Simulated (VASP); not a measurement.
**CsAg3Cl4: single point with r2SCAN+rVV10**

CsAg3Cl4:

```xyz
8
Lattice="4.1970 -5.8564 0.0000 4.1970 5.8564 0.0000 0.0000 0.0000 4.0594" Properties=species:S:1:pos:R:3 pbc="T T T"
Cs    4.1970    0.0000    0.0000
Ag    2.0985    2.9282    2.0297
Ag    2.0985   -2.9282    2.0297
Ag    0.0000    0.0000    0.0000
Cl    4.1970    3.1584    0.0000
Cl    6.6481    0.0000    2.0297
Cl    1.7459    0.0000    2.0297
Cl    4.1970   -3.1584    0.0000
```

```json
{
 "Program": "VASP 6.6.1",
 "Task": "single point",
 "Functional": "r2SCAN",
 "Dispersion": "rVV10",
 "Potentials or basis": "VASP PAW PBE potentials, release 64 (Cs_sv, Ag, Cl)",
 "Cutoff": "520 eV",
 "k mesh": "4 × 4 × 6",
 "Occupations": "fermi-dirac, width 0.03 eV",
 "Spin": "no spin polarisation",
 "Dipole correction": "no",
 "Further INCAR settings": "ALGO = Normal; EDIFF = 1e-07; NBANDS = 45"
}
```

The pressure is 0.1 GPa. The largest force is 0.015 eV/Å. The band gap on the k mesh is 1.09 eV (least direct gap 1.24 eV).

Forces in eV/Å, atoms in the order of the input:
```
Cs   0.000  0.000  0.000
Ag   0.000  0.000  0.000
Ag   0.000  0.000  0.000
Ag   0.000  0.000  0.000
Cl   0.000  0.008  0.000
Cl   0.015  0.000  0.000
Cl  -0.015  0.000  0.000
Cl   0.000 -0.008  0.000
```

Levels at points of the mesh, in eV from the valence-band top:
```csv
k point,band 33,band 34,band 35,band 36,band 37,band 38
"(0.00, 0.00, 0.00)",-0.76,-0.40,-0.15,1.09,4.74,4.81
"(0.50, 0.00, 0.00)",-1.26,-0.17,0.00,2.68,2.91,4.84
"(0.50, 0.50, 0.00)",-0.88,-0.53,-0.20,2.68,4.21,4.51
"(0.00, 0.00, 0.50)",-0.83,-0.48,-0.41,3.58,4.28,4.64
"(0.50, 0.00, 0.50)",-1.27,-0.16,-0.11,3.40,3.67,4.72
"(0.50, 0.50, 0.50)",-0.74,-0.44,-0.37,2.26,4.43,4.53
```

It took 30 min on 1 thread of Intel Xeon 8259CL, on a shared host, peak memory 0.77 GiB.

Caveat: the PAW data sets were made with another functional, which shifts forces and pressure a little; spin-orbit coupling is left out, which moves the levels of the heavy elements. A k mesh can miss the band edges.
